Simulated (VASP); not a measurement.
Write the native input for VASP 6.6.1 that does the following.

```
Task                   : single point
Functional             : PBEsol
Potentials or basis    : VASP PAW PBE potentials, release 64 (H, C)
Cutoff                 : 520 eV
k mesh                 : 2 × 2 × 1
Occupations            : gaussian, width 0.02 eV
Spin                   : collinear spin
Dipole correction      : no
Further INCAR settings : LREAL = Auto; ALGO = Normal; EDIFF = 1e-06; NBANDS = 116
```

The structure of H17C36 lies in POSCAR:

```
H17C36
1.0
    7.5731140000      0.0000000000      0.0000000000
    3.7865570000      6.5585090000      0.0000000000
    0.0000000000      0.0000000000     17.7764260000
H C
17 36
Direct
    0.1111111721      0.1111110772      0.0562542774
    0.4444444614      0.1111110772      0.0562542774
    0.7777777507      0.1111110772      0.0562542774
    0.1111110586      0.4444444614      0.0562542774
    0.4444443479      0.4444444614      0.0562542774
    0.7777777693      0.4444444614      0.0562542774
    0.1111111535      0.7777776931      0.0562542774
    0.4444444428      0.7777776931      0.0562542774
    0.7777777321      0.7777776931      0.0562542774
    0.6709705811     -0.0075806864      0.3261265228
   -0.0003179679      0.3330429218      0.3243589572
    0.3341813290      0.3331527028      0.3240771795
    0.6661116274      0.3331014717      0.3240720604
   -0.0002066443      0.6658264859      0.3241659488
    0.3348085626      0.6633529054      0.3243324052
    0.6678085043      0.6670656395      0.3241127322
    0.7090649230      0.9399717222      0.3913106043
    0.1111111721      0.1111110772      0.1181339826
    0.4444444614      0.1111110772      0.1181339826
    0.7777777507      0.1111110772      0.1181339826
    0.1111110586      0.4444444614      0.1181339826
    0.4444443479      0.4444444614      0.1181339826
    0.7777777693      0.4444444614      0.1181339826
    0.1111111535      0.7777776931      0.1181339826
    0.4444444428      0.7777776931      0.1181339826
    0.7777777321      0.7777776931      0.1181339826
   -0.1111110772      0.2222221545      0.1471209680
    0.2222222121      0.2222221545      0.1471209680
    0.5555556335      0.2222221545      0.1471209680
   -0.1111110586      0.5555555386      0.1471209680
    0.2222222307      0.5555555386      0.1471209680
    0.5555555200      0.5555555386      0.1471209680
   -0.1111111721      0.8888889228      0.1471209680
    0.2222221172      0.8888889228      0.1471209680
    0.5555555386      0.8888889228      0.1471209680
   -0.1107175394      0.2212615703      0.2349084118
    0.2226251314      0.2212309231      0.2349577468
    0.5558505166      0.2215663652      0.2342340918
   -0.1109855654      0.5550787534      0.2340490715
    0.2223579541      0.5551290697      0.2340576222
    0.5556850733      0.5551551427      0.2341224833
   -0.1110657290      0.8889329877      0.2354067685
    0.2220050244      0.8890782951      0.2360792884
    0.5551139707      0.8886987881      0.2351724694
   -0.0001786813     -0.0000065564      0.2557817303
    0.3333793946     -0.0000298848      0.2558002379
    0.6672108878     -0.0005216125      0.2593417822
    0.0002044657      0.3325531763      0.2619308291
    0.3337749753      0.3328015560      0.2616570395
    0.6665679332      0.3328123816      0.2616428072
    0.0003349016      0.6655531006      0.2616681216
    0.3339329370      0.6652269594      0.2619621064
    0.6671271028      0.6655366334      0.2616362817
```

These files were run (other wordings do the same):

INCAR

```
  ALGO = Normal
  EDIFF = 1E-6
  ENCUT = 520
  GGA = PS
  ISIF = 2
  ISMEAR = 0
  ISPIN = 2
  LASPH = T
  LCHARG = F
  LORBIT = 11
  LREAL = Auto
  LUSENCCL = F
  LWAVE = F
  MAGMOM = 0 0 0 0 0 0 0 0 0 0 0 0 0 0 0 0 0 0 0 0 0 0 0 0 0 0 0 0 0 0 0 0 0 0 0 0 0 0 0 0 0 0 0 0 0 0.3 0 0 0 0 0 0 0
  NBANDS = 116
  NELM = 150
  PREC = Accurate
  SIGMA = 0.02
```

KPOINTS

```
k-points
0
Gamma
  2 2 1
```

Potentials or basis: VASP PAW PBE potentials, release 64 (H, C).

Run with:

```sh
$ cat potpaw_PBE.64/H/POTCAR potpaw_PBE.64/C/POTCAR > POTCAR
$ mpirun -np 1 vasp_std > vasp.out
```

Results of the run:

The largest force is 1.623 eV/Å and the band gap on the k mesh is 0.15 eV (least direct gap 0.28 eV). The net moment is 1.00 μB per cell. The site moments are H +0.00, -0.00, +0.01 (each value once); C -0.00, +0.00, +0.01, +0.03, -0.01, +0.39 (each value once) μB and the valence electrons inside the program's atomic spheres are H 0.68, 0.69, 0.61, 0.67, 0.43 (each value once); C 2.58, 2.54, 2.55, 2.56, 2.53, 2.57, 2.51, 2.52, 2.59 (each value once).

Caveat: the k points lie up to 0.48 Å⁻¹ apart; there is no dipole correction, which matters where the two faces differ; the PAW data sets were made with another functional, which shifts forces and pressure a little.

Run time: 6.1 min on 1 × NVIDIA H100 80GB with 1 thread of AMD EPYC 7R13 Processor (Zen 3), with other jobs on the host, peak memory 2.1 GiB.
